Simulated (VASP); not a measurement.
# WSe2 in VASP: a series of runs

WSe2 is run at these levels: PBE+D3(BJ); tasks: single point.

All numbers are computed with VASP 6.6.1; they aren't measurements. Logs are shortened: lines on timing, memory, paths and dates and some standing lists are left out, and cuts for length are marked.

### 1 The cell of the first run

The cell holds a slab with vacuum, 3 atoms: a = 3.329 Å, b = 3.329 Å, c = 32.737 Å, α = 90.00°, β = 90.00°, γ = 120.00°.

### 2 Single point, PBE+D3(BJ)

INCAR reads:

```
SYSTEM = WSe2
PREC = Accurate ; ENCUT = 520
EDIFF = 1E-6 ; ISMEAR = 0
SIGMA = 0.02 ; LREAL = .False.
LASPH = .True. ; NELM = 100
ALGO = Normal ; ISIF = 2
LWAVE = .False. ; LCHARG = .False.
LDIPOL = .True. ; IDIPOL = 3
DIPOL = 0.5 0.5 0.500 ; GGA = PE
IVDW = 12 ; NBANDS = 20
```

KPOINTS reads:

```
Automatic mesh
0
Gamma
  9 9 1
  0 0 0
```

POSCAR reads:

```
WSe2
1.0
    3.3290000000      0.0000000000      0.0000000000
   -1.6645000000      2.8829985692      0.0000000000
    0.0000000000      0.0000000000     32.7373831004
Se W
2 1
Direct
    0.3333333333      0.6666666667      0.4512178480
    0.3333333333      0.6666666667      0.5487821520
    0.6666666667      0.3333333333      0.5000000000
```

Potentials or basis: VASP PAW PBE potentials, release 64 (Se, W_sv).

Launch:

```console
cat potpaw_PBE.64/Se/POTCAR potpaw_PBE.64/W_sv/POTCAR > POTCAR
mpirun -np 1 vasp_std > vasp.out
```

OUTCAR:

```text
SYSTEM = WSe2
   PREC = Accurate
   ENCUT = 520
   EDIFF = 1E-6
   ISMEAR = 0
   LREAL = .False.
   LASPH = .True.
   NELM = 100
   ISIF = 2
   GGA = PE
   IVDW = 12
 IVDW          = 12

 ion  position               nearest neighbor table
   1  0.333  0.667  0.451-   3 2.50   3 2.50   3 2.50
   2  0.333  0.667  0.549-   3 2.50   3 2.50   3 2.50
   3  0.667  0.333  0.500-   1 2.50   2 2.50   1 2.50   2 2.50   1 2.50   2 2.50

  LATTYP: Found a hexagonal cell.
 ALAT       =     3.3290000000
 C/A-ratio  =     9.8339991290

  Lattice vectors:

 A1 = (   3.3290000000,   0.0000000000,   0.0000000000)
 A2 = (  -1.6645000000,   2.8829985692,   0.0000000000)
 A3 = (   0.0000000000,   0.0000000000,  32.7373831004)

Analysis of symmetry for initial positions (statically):
=====================================================================
 Subroutine PRICEL returns:
 Original cell was already a primitive cell.

 Routine SETGRP: Setting up the symmetry group for a
 hexagonal supercell.

 Subroutine GETGRP returns: Found 12 space group operations
 (whereof 12 operations were pure point group operations)
 out of a pool of 24 trial point group operations.

The static configuration has the point symmetry D_3h.

Analysis of symmetry for dynamics (positions and initial velocities):
=====================================================================
 Subroutine PRICEL returns:
 Original cell was already a primitive cell.

 Routine SETGRP: Setting up the symmetry group for a
 hexagonal supercell.

 Subroutine GETGRP returns: Found 12 space group operations
 (whereof 12 operations were pure point group operations)
 out of a pool of 24 trial point group operations.

The dynamic configuration has the point symmetry D_3h.

 Subroutine INISYM returns: Found 12 space group operations
 (whereof 12 operations are pure point group operations),
 and found     1 'primitive' translations

----------------------------------------------------------------------------------------

                                     Primitive cell

  volume of cell :     314.1971

  direct lattice vectors                    reciprocal lattice vectors
     3.329000000  0.000000000  0.000000000     0.300390508  0.173430540  0.000000000
    -1.664500000  2.882998569  0.000000000     0.000000000  0.346861081  0.000000000
     0.000000000  0.000000000 32.737383100     0.000000000  0.000000000  0.030546119

  length of vectors
     3.329000000  3.329000000 32.737383100     0.346861081  0.346861081  0.030546119

  position of ions in fractional coordinates (direct lattice)
     0.333333333  0.666666667  0.451217848
     0.333333333  0.666666667  0.548782152
     0.666666667  0.333333333  0.500000000

  ion indices of the primitive-cell ions
   primitive index   ion index
                 1           1
                 2           2
                 3           3

----------------------------------------------------------------------------------------

 KPOINTS: Automatic mesh

Automatic generation of k-mesh.
 Grid dimensions read from file:
 generate k-points for:    9    9    1

 Generating k-lattice:

  Cartesian coordinates                     Fractional coordinates (reciprocal lattice)
     0.033376723  0.019270060  0.000000000     0.111111111  0.000000000  0.000000000
     0.000000000  0.038540120  0.000000000     0.000000000  0.111111111  0.000000000
     0.000000000  0.000000000  0.030546119     0.000000000  0.000000000  1.000000000

  Length of vectors
     0.038540120  0.038540120  0.030546119

  Shift w.r.t. Gamma in fractional coordinates (k-lattice)
     0.000000000  0.000000000  0.000000000

 Subroutine IBZKPT returns following result:
 ===========================================

 Found     12 irreducible k-points:

 Following reciprocal coordinates:
            Coordinates               Weight
  0.000000  0.000000  0.000000      1.000000
  0.111111  0.000000  0.000000      6.000000
  0.222222  0.000000  0.000000      6.000000
  0.333333  0.000000  0.000000      6.000000
  0.444444  0.000000  0.000000      6.000000
  0.111111  0.111111  0.000000      6.000000
  0.222222  0.111111  0.000000     12.000000
  0.333333  0.111111  0.000000     12.000000
  0.444444  0.111111  0.000000      6.000000
  0.222222  0.222222  0.000000      6.000000
  0.333333  0.222222  0.000000     12.000000
  0.333333  0.333333  0.000000      2.000000
   k-points           NKPTS =     12   k-points in BZ     NKDIM =     12   number of bands    NBANDS=     20
   number of dos      NEDOS =    301   number of ions     NIONS =      3
   total plane-waves  NPLWV = 196000
   dimension x,y,z NGX =    28 NGY =   28 NGZ =  250
   dimension x,y,z NGXF=    56 NGYF=   56 NGZF=  500
   ions per type =               2   1
   NGX,Y,Z   is equivalent  to a cutoff of  13.98, 13.98, 12.70 a.u.
   NGXF,Y,Z  is equivalent  to a cutoff of  27.97, 27.97, 25.39 a.u.
 SYSTEM =  WSe2
   PREC   = accura    normal or accurate (medium, high low for compatibility)
   ISTART =      0    job   : 0-new  1-cont  2-samecut
   ICHARG =      2    charge: 1-file 2-atom 10-const
   ISPIN  =      1    spin polarized calculation?
   LNONCOLLINEAR =      F non collinear calculations
   LSORBIT =      F    spin-orbit coupling
   LASPH  =      T    aspherical Exc in radial PAW
   ENCUT  =  520.0 eV  38.22 Ry    6.18 a.u.   6.19  6.19 60.87*2*pi/ulx,y,z
   NELM   =    100;   NELMIN=  2; NELMDL= -5     # of ELM steps
   EDIFF  = 0.1E-05   stopping-criterion for ELM
   LREAL  =      F    real-space projection
   EDIFFG = 0.1E-04   stopping-criterion for IOM
   NSW    =      0    number of steps for IOM
   IBRION =     -1    ionic relax: 0-MD 1-quasi-New 2-CG
   NFREE  =      0    steps in history (QN), initial steepest desc. (CG)
   ISIF   =      2    stress and relaxation
   ISYM   =      2    0-nonsym 1-usesym 2-fastsym
   POTIM  = 0.5000    time-step for ionic-motion
   TEBEG  =    0.0;   TEEND  =   0.0 temperature during run
   PSTRESS=    0.0 pullay stress
   NELECT =      26.0000    total number of electrons
   NUPDOWN=      -1.0000    fix difference up-down
   EMIN   =  10.00;   EMAX   =-10.00  energy-range for DOS
   EFERMI =   0.00;   METHOD = LEGACY
   ISMEAR =     0;   SIGMA  =   0.02  broadening in eV -4-tet -1-fermi 0-gaus
   EFERMI_NEDOS =   21; number of points for ismear=-14 and -15
   IALGO  =     38    algorithm
   IMIX   =      4    mixing-type and parameters
     AMIX     =   0.40;   BMIX     =  1.00
     AMIX_MAG =   1.60;   BMIX_MAG =  1.00
  volume/ion in A,a.u.               =     104.73       706.77
  Fermi-wavevector in a.u.,A,eV,Ry     =   0.713398  1.348127  6.924504  0.508937
  Thomas-Fermi vector in A             =   1.801025
   LORBIT       =      0    0 simple, 1 ext, 2 COOP (PROOUT), +10 PAW based schemes
   GGA     = PE    functional components
   LHFCALC =     F    Hartree Fock is set to
   AEXX    =    0.0000 exact exchange contribution
   IVDW    =    12    specifies the selected vdW correction
   LEPSILON=     F    determine dielectric tensor
   LRPA    =     F    only Hartree local field effects (RPA)
 non-spin polarized calculation
 Gauss-broadening in eV      SIGMA  =   0.02
  energy-cutoff  :      520.00
  volume of cell :      314.20
 maximum number of plane-waves:      8492
 NGX is ok and might be reduce to    28
   NGX = 13   NGY = 13   NGZ =121

 dipolmoment           0.000000      0.000000      0.000000 electrons x Angstroem

 number of electron      26.0000000 magnetization

 dipolmoment           0.000000      0.000000     -0.000000 electrons x Angstroem

 Free energy of the ion-electron system (eV)
  ---------------------------------------------------
  ext. energy  EPLUGINS =         0.00000000
  ---------------------------------------------------
  free energy    TOTEN  =       -21.50488578 eV

  energy without entropy =      -21.50488578  energy(sigma->0) =      -21.50488578

 E-fermi :  -2.8100     XC(G=0):  -2.4228

 val. band max:       -3.0904349800   @ k =   0.0000   0.0000   0.0000
 cond. band min:      -1.7625849260   @ k =   0.3333   0.3333   0.0000
 fundamental gap:      1.3278500540
 Fermi energy:        -2.8100363482

 k-point     1 :       0.0000    0.0000    0.0000
  band No.  band energies     occupation
      1     -77.0508      2.00000
      2     -41.2923      2.00000
      3     -41.2244      2.00000
      4     -41.2244      2.00000
      5     -17.9836      2.00000
      6     -16.4607      2.00000
[... 12 lines left out ...]
     19       1.7991      0.00000
     20       2.0946      0.00000

 k-point     2 :       0.1111    0.0000    0.0000
  band No.  band energies     occupation
      1     -77.0498      2.00000
      2     -41.2872      2.00000
      3     -41.2499      2.00000
      4     -41.2303      2.00000
      5     -17.8029      2.00000
      6     -16.3838      2.00000
[... 12 lines left out ...]
     19       2.0327      0.00000
     20       2.3985      0.00000

 k-point     3 :       0.2222    0.0000    0.0000
  band No.  band energies     occupation
      1     -77.0471      2.00000
      2     -41.3139      2.00000
      3     -41.2745      2.00000
      4     -41.2452      2.00000
      5     -17.3081      2.00000
      6     -16.1749      2.00000
[... 12 lines left out ...]
     19       2.6840      0.00000
     20       3.0754      0.00000

 k-point     4 :       0.3333    0.0000    0.0000
  band No.  band energies     occupation
      1     -77.0441      2.00000
      2     -41.3858      2.00000
      3     -41.2622      2.00000
      4     -41.2600      2.00000
      5     -16.6542      2.00000
      6     -15.9067      2.00000
[... 153 lines left out ...]
 k-point    11 :       0.3333    0.2222    0.0000
  band No.  band energies     occupation
      1     -77.0413      2.00000
      2     -41.4072      2.00000
      3     -41.3244      2.00000
      4     -41.2463      2.00000
      5     -15.9314      2.00000
      6     -15.5982      2.00000
[... 12 lines left out ...]
     19       4.4981      0.00000
     20       5.2408      0.00000

 k-point    12 :       0.3333    0.3333    0.0000
  band No.  band energies     occupation
      1     -77.0407      2.00000
      2     -41.3875      2.00000
      3     -41.3596      2.00000
      4     -41.2438      2.00000
      5     -15.7882      2.00000
      6     -15.5310      2.00000
[... 12 lines left out ...]
     19       3.3344      0.00000
     20       5.7225      0.00000

------------------------ aborting loop because EDIFF is reached ----------------------------------------

 vacuum level on the upper side and lower side of the slab       (xc-potential included)        -0.128        -0.128

 Edisp (eV)   -1.00351

 E8    (eV) :    -0.4773

  FORCE on cell =-STRESS in cart. coord.  units (eV):
  Direction    XX          YY          ZZ          XY          YZ          ZX
  --------------------------------------------------------------------------------------
  -------------------------------------------------------------------------------------
  Total       0.67255     0.67255     4.49887     0.00000     0.00000     0.00000
  in kB       3.42950     3.42950    22.94099     0.00000     0.00000     0.00000
  external pressure =        9.93 kB  Pullay stress =        0.00 kB

 VOLUME and BASIS-vectors are now :
 -----------------------------------------------------------------------------
  energy-cutoff  :      520.00
  volume of cell :      314.20
      direct lattice vectors                 reciprocal lattice vectors
     3.329000000  0.000000000  0.000000000     0.300390508  0.173430540  0.000000000
    -1.664500000  2.882998569  0.000000000     0.000000000  0.346861081  0.000000000
     0.000000000  0.000000000 32.737383100     0.000000000  0.000000000  0.030546119

 POSITION                                       TOTAL-FORCE (eV/Angst)
 -----------------------------------------------------------------------------------
     -0.00000      1.92200     14.77169        -0.000000     -0.000000     -1.412241
     -0.00000      1.92200     17.96569        -0.000000      0.000000      1.412241
      1.66450      0.96100     16.36869         0.000000      0.000000     -0.000000
 -----------------------------------------------------------------------------------
    total drift:                               -0.000000      0.000000     -0.000000

  FREE ENERGIE OF THE ION-ELECTRON SYSTEM (eV)
  ---------------------------------------------------
  free  energy   TOTEN  =       -22.5083968398 eV

  energy  without entropy=      -22.5083968398  energy(sigma->0) =      -22.50839684

 vacuum level on the upper side and lower side of the slab         2.101         2.101
```

Wall time 3.9 min (1 thread of Intel Xeon 8259CL, shared host); peak memory 0.49 GiB.

What came out:

- Free energy: -22.5084 eV
- Largest force: 1.412 eV/Å
- Band gap on the k mesh: 1.33 eV (least direct gap 1.35 eV)
- Dispersion energy per atom: -0.335 eV

Forces on the atoms (eV/Å):
```
Se   0.000  0.000 -1.412
Se   0.000  0.000  1.412
W    0.000  0.000  0.000
```

Levels at points of the mesh, in eV from the valence-band top:
| k point | band 10 | band 11 | band 12 | band 13 | band 14 | band 15 | band 16 | band 17 |
| --- | --- | --- | --- | --- | --- | --- | --- | --- |
| (0.00, 0.00, 0.00) | -1.84 | -1.50 | -1.50 | 0.00 | 2.98 | 2.98 | 3.33 | 3.33 |

Caveat: spin-orbit coupling is left out, which moves the levels of the heavy elements.

### 3 Single point, PBE+D3(BJ)

INCAR reads:

```
  PREC = Accurate
  ENCUT = 520
  EDIFF = 1E-7
  ISMEAR = 0
  SIGMA = 0.02
  LREAL = False
  LASPH = True
  NELM = 100
  ALGO = Normal
  ISIF = 2
  LWAVE = False
  LCHARG = True
  LDIPOL = True
  IDIPOL = 3
  DIPOL = 0.5 0.5 0.500
  GGA = PE
  IVDW = 12
  LELF = True
  LVHAR = True
  LVACPOTAV = True
  NBANDS = 20
```

KPOINTS reads:

```
Automatic mesh
0
Gamma
  9 9 1
```

POSCAR reads:

```
WSe2
1.0
    3.3290000000      0.0000000000      0.0000000000
   -1.6645000000      2.8829985692      0.0000000000
    0.0000000000      0.0000000000     32.7373831004
Se W
2 1
Direct
    0.3333333333      0.6666666667      0.4494309000
    0.3333333333      0.6666666667      0.5505691000
    0.6666666667      0.3333333333      0.5000000000
```

Potentials or basis: VASP PAW PBE potentials, release 64 (Se, W_sv).

Launch:

```console
cat potpaw_PBE.64/Se/POTCAR potpaw_PBE.64/W_sv/POTCAR > POTCAR
mpirun -np 1 vasp_std > vasp.out
```

It took 5 min on 1 thread of Intel Xeon 8259CL, shared host; peak memory 0.49 GiB.

Results (log left out):

| Property | Result |
| --- | --- |
| Free energy | -22.6055 eV |
| Largest force | 0.277 eV/Å |
| Band gap on the k mesh | 1.48 eV |
| Dispersion energy per atom | -0.330 eV |
| Ionisation potential of the upper face | 5.14 eV |

Forces on the atoms (eV/Å):
```
Se   0.000  0.000 -0.277
Se   0.000  0.000  0.277
W    0.000  0.000  0.000
```

Levels at points of the mesh, in eV from the valence-band top:
```
           k point  band 11  band 12  band 13  band 14  band 15  band 16
(0.00, 0.00, 0.00)    -1.31    -1.31    -0.21     2.91     2.91     3.12
```

Caveat: spin-orbit coupling is left out, which moves the levels of the heavy elements.
